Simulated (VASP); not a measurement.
# Si (P6_3/mmc) in VASP: single point with PBEsol

Aim: the single point of Si with PBEsol.

Program: VASP 6.6.1. These are calculated values, not measurements. Logs are shortened: lines on timing, memory, paths and dates and some standing lists are left out, and cuts for length are marked.

## 1. The cell of the first run

The structure is hexagonal, space group P6_3/mmc (No. 194). Conventional cell: a = 3.825 Å, b = 3.825 Å, c = 6.324 Å, α = 90.00°, β = 90.00°, γ = 120.00°. Within 3.1 Å of Si (site symmetry 3m) lie 4 Si at 2.35 to 2.37 Å.

This isn't the form of Si at room conditions, which is diamond.

## 2. Single point, PBEsol

Contents of INCAR:

```
SYSTEM = Si
ALGO = Normal ; EDIFF = 1E-6
ENCUT = 500 ; GGA = PS
GGA_COMPAT = .False. ; ISIF = 2
ISMEAR = 0 ; LASPH = .True.
LCHARG = .True. ; LELF = .True.
LREAL = .False. ; LVHAR = .True.
LWAVE = .False. ; NBANDS = 16
NELM = 120 ; PREC = Accurate
SIGMA = 0.02
```

Contents of KPOINTS:

```
k-points
0
Gamma
  6 6 2
  0 0 0
```

Contents of POSCAR:

```
Si
1.0
    3.8247202564      0.0000000000      0.0000000000
   -1.9123601282      3.3123049044      0.0000000000
    0.0000000000      0.0000000000      6.3240164481
Si
4
Direct
    0.3333333333      0.6666666667      0.0629989948
    0.6666666667      0.3333333333      0.5629989948
    0.3333333333      0.6666666667      0.4370010052
    0.6666666667      0.3333333333      0.9370010052
```

Potentials or basis: VASP PAW PBE potentials, release 64 (Si).

The run is started by

```
cat potpaw_PBE.64/Si/POTCAR > POTCAR
mpirun -np 1 vasp_std > vasp.out
```

OUTCAR:

```text
SYSTEM = Si
   EDIFF = 1E-6
   ENCUT = 500
   GGA = PS
   ISIF = 2
   ISMEAR = 0
   LASPH = .True.
   LREAL = .False.
   NELM = 120
   PREC = Accurate

 ion  position               nearest neighbor table
   1  0.333  0.667  0.063-   4 2.35   4 2.35   4 2.35   3 2.37
   2  0.667  0.333  0.563-   3 2.35   3 2.35   3 2.35   4 2.37
   3  0.333  0.667  0.437-   2 2.35   2 2.35   2 2.35   1 2.37
   4  0.667  0.333  0.937-   1 2.35   1 2.35   1 2.35   2 2.37

  LATTYP: Found a hexagonal cell.
 ALAT       =     3.8247202564
 C/A-ratio  =     1.6534585601

  Lattice vectors:

 A1 = (   3.8247202564,   0.0000000000,   0.0000000000)
 A2 = (  -1.9123601282,   3.3123049044,   0.0000000000)
 A3 = (   0.0000000000,   0.0000000000,   6.3240164481)

Analysis of symmetry for initial positions (statically):
=====================================================================
 Subroutine PRICEL returns:
 Original cell was already a primitive cell.

 Routine SETGRP: Setting up the symmetry group for a
 hexagonal supercell.

 Subroutine GETGRP returns: Found 24 space group operations
 (whereof 12 operations were pure point group operations)
 out of a pool of 24 trial point group operations.

The static configuration has the point symmetry D_3d.
 The point group associated with its full space group is D_6h.

Analysis of symmetry for dynamics (positions and initial velocities):
=====================================================================
 Subroutine PRICEL returns:
 Original cell was already a primitive cell.

 Routine SETGRP: Setting up the symmetry group for a
 hexagonal supercell.

 Subroutine GETGRP returns: Found 24 space group operations
 (whereof 12 operations were pure point group operations)
 out of a pool of 24 trial point group operations.

The dynamic configuration has the point symmetry D_3d.
 The point group associated with its full space group is D_6h.

 Subroutine INISYM returns: Found 24 space group operations
 (whereof 12 operations are pure point group operations),
 and found     1 'primitive' translations

----------------------------------------------------------------------------------------

                                     Primitive cell

  volume of cell :      80.1167

  direct lattice vectors                    reciprocal lattice vectors
     3.824720256  0.000000000  0.000000000     0.261457030  0.150952287  0.000000000
    -1.912360128  3.312304904  0.000000000     0.000000000  0.301904574  0.000000000
     0.000000000  0.000000000  6.324016448     0.000000000  0.000000000  0.158127356

  length of vectors
     3.824720256  3.824720256  6.324016448     0.301904574  0.301904574  0.158127356

  position of ions in fractional coordinates (direct lattice)
     0.333333333  0.666666667  0.062998995
     0.666666667  0.333333333  0.562998995
     0.333333333  0.666666667  0.437001005
     0.666666667  0.333333333  0.937001005

  ion indices of the primitive-cell ions
   primitive index   ion index
                 1           1
                 2           2
                 3           3
                 4           4

----------------------------------------------------------------------------------------

 KPOINTS: k-points

Automatic generation of k-mesh.
 Grid dimensions read from file:
 generate k-points for:    6    6    2

 Generating k-lattice:

  Cartesian coordinates                     Fractional coordinates (reciprocal lattice)
     0.043576172  0.025158714  0.000000000     0.166666667  0.000000000  0.000000000
     0.000000000  0.050317429  0.000000000     0.000000000  0.166666667  0.000000000
     0.000000000  0.000000000  0.079063678     0.000000000  0.000000000  0.500000000

  Length of vectors
     0.050317429  0.050317429  0.079063678

  Shift w.r.t. Gamma in fractional coordinates (k-lattice)
     0.000000000  0.000000000  0.000000000

 Subroutine IBZKPT returns following result:
 ===========================================

 Found     14 irreducible k-points:

 Following reciprocal coordinates:
            Coordinates               Weight
  0.000000  0.000000  0.000000      1.000000
  0.166667  0.000000  0.000000      6.000000
  0.333333  0.000000  0.000000      6.000000
  0.500000  0.000000  0.000000      3.000000
  0.166667  0.166667  0.000000      6.000000
  0.333333  0.166667  0.000000     12.000000
  0.333333  0.333333  0.000000      2.000000
  0.000000  0.000000  0.500000      1.000000
  0.166667  0.000000  0.500000      6.000000
  0.333333  0.000000  0.500000      6.000000
  0.500000  0.000000  0.500000      3.000000
  0.166667  0.166667  0.500000      6.000000
  0.333333  0.166667  0.500000     12.000000
  0.333333  0.333333  0.500000      2.000000
   k-points           NKPTS =     14   k-points in BZ     NKDIM =     14   number of bands    NBANDS=     16
   number of dos      NEDOS =    301   number of ions     NIONS =      4
   total plane-waves  NPLWV =  37632
   dimension x,y,z NGX =    28 NGY =   28 NGZ =   48
   dimension x,y,z NGXF=    56 NGYF=   56 NGZF=   96
   ions per type =               4
   NGX,Y,Z   is equivalent  to a cutoff of  12.17, 12.17, 12.62 a.u.
   NGXF,Y,Z  is equivalent  to a cutoff of  24.34, 24.34, 25.24 a.u.
 SYSTEM =  Si
   PREC   = accura    normal or accurate (medium, high low for compatibility)
   ISTART =      0    job   : 0-new  1-cont  2-samecut
   ICHARG =      2    charge: 1-file 2-atom 10-const
   ISPIN  =      1    spin polarized calculation?
   LNONCOLLINEAR =      F non collinear calculations
   LSORBIT =      F    spin-orbit coupling
   LASPH  =      T    aspherical Exc in radial PAW
   ENCUT  =  500.0 eV  36.75 Ry    6.06 a.u.   6.97  6.97 11.53*2*pi/ulx,y,z
   NELM   =    120;   NELMIN=  2; NELMDL= -5     # of ELM steps
   EDIFF  = 0.1E-05   stopping-criterion for ELM
   LREAL  =      F    real-space projection
   EDIFFG = 0.1E-04   stopping-criterion for IOM
   NSW    =      0    number of steps for IOM
   IBRION =     -1    ionic relax: 0-MD 1-quasi-New 2-CG
   NFREE  =      0    steps in history (QN), initial steepest desc. (CG)
   ISIF   =      2    stress and relaxation
   ISYM   =      2    0-nonsym 1-usesym 2-fastsym
   POTIM  = 0.5000    time-step for ionic-motion
   TEBEG  =    0.0;   TEEND  =   0.0 temperature during run
   PSTRESS=    0.0 pullay stress
   NELECT =      16.0000    total number of electrons
   NUPDOWN=      -1.0000    fix difference up-down
   EMIN   =  10.00;   EMAX   =-10.00  energy-range for DOS
   EFERMI =   0.00;   METHOD = LEGACY
   ISMEAR =     0;   SIGMA  =   0.02  broadening in eV -4-tet -1-fermi 0-gaus
   EFERMI_NEDOS =   21; number of points for ismear=-14 and -15
   IALGO  =     38    algorithm
   IMIX   =      4    mixing-type and parameters
     AMIX     =   0.40;   BMIX     =  1.00
     AMIX_MAG =   1.60;   BMIX_MAG =  1.00
  volume/ion in A,a.u.               =      20.03       135.16
  Fermi-wavevector in a.u.,A,eV,Ry     =   0.956916  1.808309 12.458696  0.915688
  Thomas-Fermi vector in A             =   2.085887
   LORBIT       =      0    0 simple, 1 ext, 2 COOP (PROOUT), +10 PAW based schemes
   GGA     = PS    functional components
   LHFCALC =     F    Hartree Fock is set to
   AEXX    =    0.0000 exact exchange contribution
   IVDW    =     0    specifies the selected vdW correction
   LEPSILON=     F    determine dielectric tensor
   LRPA    =     F    only Hartree local field effects (RPA)
 non-spin polarized calculation
 Gauss-broadening in eV      SIGMA  =   0.02
  energy-cutoff  :      500.00
  volume of cell :       80.12
 maximum number of plane-waves:      2050
 NGX is ok and might be reduce to    28
   NGX = 13   NGY = 13   NGZ = 23

 number of electron      15.9999999 magnetization

 Free energy of the ion-electron system (eV)
  ---------------------------------------------------
  ext. energy  EPLUGINS =         0.00000000
  ---------------------------------------------------
  free energy    TOTEN  =       -22.93968224 eV

  energy without entropy =      -22.93968224  energy(sigma->0) =      -22.93968224

 E-fermi :   6.1544     XC(G=0):  -9.5453

 val. band max:        6.0524814869   @ k =   0.0000   0.0000   0.0000
 cond. band min:       6.3371148698   @ k =   0.5000   0.0000   0.0000
 fundamental gap:      0.2846333829
 Fermi energy:         6.1543688083

 k-point     1 :       0.0000    0.0000    0.0000
  band No.  band energies     occupation
      1      -6.2133      2.00000
      2      -3.9009      2.00000
      3      -1.2445      2.00000
      4       4.5160      2.00000
      5       4.5160      2.00000
      6       5.6869      2.00000
[... 8 lines left out ...]
     15      10.1788      0.00000
     16      11.9041      0.00000

 k-point     2 :       0.1667    0.0000    0.0000
  band No.  band energies     occupation
      1      -5.8893      2.00000
      2      -3.5703      2.00000
      3      -1.0875      2.00000
      4       2.6059      2.00000
      5       3.9588      2.00000
      6       4.1939      2.00000
[... 8 lines left out ...]
     15      11.3202      0.00000
     16      11.6365      0.00000

 k-point     3 :       0.3333    0.0000    0.0000
  band No.  band energies     occupation
      1      -4.9635      2.00000
      2      -2.6175      2.00000
      3      -1.3392      2.00000
      4       1.0547      2.00000
      5       1.6345      2.00000
      6       3.2326      2.00000
[... 8 lines left out ...]
     15      12.9441      0.00000
     16      13.0926      0.00000
[... 172 lines left out ...]
 k-point    13 :       0.3333    0.1667    0.5000
  band No.  band energies     occupation
      1      -3.4088      2.00000
      2      -3.4088      2.00000
      3      -0.8434      2.00000
      4      -0.8434      2.00000
      5       2.3870      2.00000
      6       2.3870      2.00000
[... 8 lines left out ...]
     15      12.7597      0.00000
     16      12.7597      0.00000

 k-point    14 :       0.3333    0.3333    0.5000
  band No.  band energies     occupation
      1      -2.7317      2.00000
      2      -2.7317      2.00000
      3      -1.4102      2.00000
      4      -1.4102      2.00000
      5       1.4813      2.00000
      6       1.4813      2.00000
[... 8 lines left out ...]
     15      12.2557      0.00000
     16      12.2557      0.00000

------------------------ aborting loop because EDIFF is reached ----------------------------------------

  FORCE on cell =-STRESS in cart. coord.  units (eV):
  Direction    XX          YY          ZZ          XY          YZ          ZX
  --------------------------------------------------------------------------------------
  -------------------------------------------------------------------------------------
  Total        0.1542849      0.1542849      0.0310952      0.0000000      0.0000000      0.0000000
  in kB        3.0853973      3.0853973      0.6218441      0.0000000      0.0000000      0.0000000
  external PRESSURE =       2.2642129 kB  Pullay stress =       0.0000000 kB

 VOLUME and BASIS-vectors are now :
 -----------------------------------------------------------------------------
  energy-cutoff  :      500.00
  volume of cell :       80.12
      direct lattice vectors                 reciprocal lattice vectors
     3.824720256  0.000000000  0.000000000     0.261457030  0.150952287  0.000000000
    -1.912360128  3.312304904  0.000000000     0.000000000  0.301904574  0.000000000
     0.000000000  0.000000000  6.324016448     0.000000000  0.000000000  0.158127356

 POSITION                                       TOTAL-FORCE (eV/Angst)
 -----------------------------------------------------------------------------------
     -0.00000      2.20820      0.39841        -0.000000     -0.000000     -0.041708
      1.91236      1.10410      3.56041         0.000000      0.000000     -0.041708
     -0.00000      2.20820      2.76360         0.000000     -0.000000      0.041708
      1.91236      1.10410      5.92561         0.000000      0.000000      0.041708
 -----------------------------------------------------------------------------------
    total drift:                               -0.000000      0.000000     -0.000000

  FREE ENERGIE OF THE ION-ELECTRON SYSTEM (eV)
  ---------------------------------------------------
  free  energy   TOTEN  =       -22.9396822436 eV

  energy  without entropy=      -22.9396822436  energy(sigma->0) =      -22.93968224
```

It took 15 s on 1 thread of Intel Xeon Platinum 8259CL at 2.50GHz (Skylake/Cascade Lake), shared host; peak memory 0.18 GiB.

Results:

```
Free energy            : -22.9397 eV
Pressure               : 0.2 GPa
Largest force          : 0.042 eV/Å
Band gap on the k mesh : 0.28 eV (least direct gap 0.96 eV)
```

Forces in eV/Å, atoms in the order of the input:
```
Si   0.000  0.000 -0.042
Si   0.000  0.000 -0.042
Si   0.000  0.000  0.042
Si   0.000  0.000  0.042
```

Levels at points of the mesh, in eV from the valence-band top:
| k point | band 5 | band 6 | band 7 | band 8 | band 9 | band 10 | band 11 | band 12 |
| --- | --- | --- | --- | --- | --- | --- | --- | --- |
| (0.00, 0.00, 0.00) | -1.54 | -0.37 | 0.00 | 0.00 | 0.96 | 1.94 | 1.94 | 2.29 |
| (0.50, 0.00, 0.00) | -4.74 | -3.09 | -3.07 | -1.46 | 0.28 | 2.27 | 2.88 | 3.04 |
| (0.00, 0.00, 0.50) | -0.94 | -0.94 | -0.94 | -0.94 | 1.75 | 1.75 | 2.92 | 2.92 |
| (0.50, 0.00, 0.50) | -2.49 | -2.49 | -2.45 | -2.45 | 0.81 | 0.81 | 1.55 | 1.55 |

Caveat: the k points lie up to 0.50 Å⁻¹ apart; the PAW data sets were made with another functional, which shifts forces and pressure a little.
